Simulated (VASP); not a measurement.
Hf8C: single point with PBE

System: Hf8C, a slab with vacuum.

```xyz
9
Lattice="6.4096 0.0000 0.0000 0.0000 5.0677 0.0000 0.0000 0.0000 18.9501" Properties=species:S:1:pos:R:3 pbc="T T T"
Hf    0.0000    3.8008    4.0000
Hf    3.2048    3.8008    4.0000
Hf    1.6024    1.2669    4.9252
Hf    4.8072    1.2669    4.9252
Hf    1.6024    3.8008    6.5479
Hf    4.8072    3.8008    6.5479
Hf    0.0000    1.2669    7.4501
Hf    3.2048    1.2669    7.4501
C     0.4006    3.8008    8.0779
```

```
Program                : VASP 6.6.1
Task                   : single point
Functional             : PBE
Potentials or basis    : VASP PAW PBE potentials, release 64 (Hf_pv, C)
Cutoff                 : 520 eV
k mesh                 : 4 × 5 × 1
Occupations            : gaussian, width 0.1 eV
Spin                   : no spin polarisation
Dipole correction      : yes
Further INCAR settings : ALGO = Normal; EDIFF = 1e-06; NBANDS = 52
```

```json
{
  "Largest force": "3.332 eV/Å",
  "Band gap on the k mesh": "zero (bands 42 and 43 overlap by 0.43 eV)"
}
```

Forces in eV/Å, atoms in the order of the input:
```
Hf  -0.082  0.000 -0.105
Hf  -0.040  0.000 -0.422
Hf   0.108  0.000 -0.290
Hf  -0.248  0.000 -0.099
Hf   2.178  0.000 -1.251
Hf   0.897  0.000  0.969
Hf   0.174  0.000  1.160
Hf   0.343  0.000 -0.022
C   -3.331  0.000  0.061
```

Levels at points of the mesh, in eV from the Fermi level:
```tsv
k point	band 40	band 41	band 42	band 43	band 44	band 45
(0.00, 0.00, 0.00)	-0.39	-0.37	0.27	0.37	0.73	0.75
(0.50, 0.00, 0.00)	-0.38	-0.33	-0.32	-0.17	-0.05	0.30
```

It took 8.7 min on 1 thread of AMD EPYC 9R45 96-Core Processor (Zen 5), on a shared host, peak memory 0.66 GiB.

Caveat: spin-orbit coupling is left out, which moves the levels of the heavy elements.
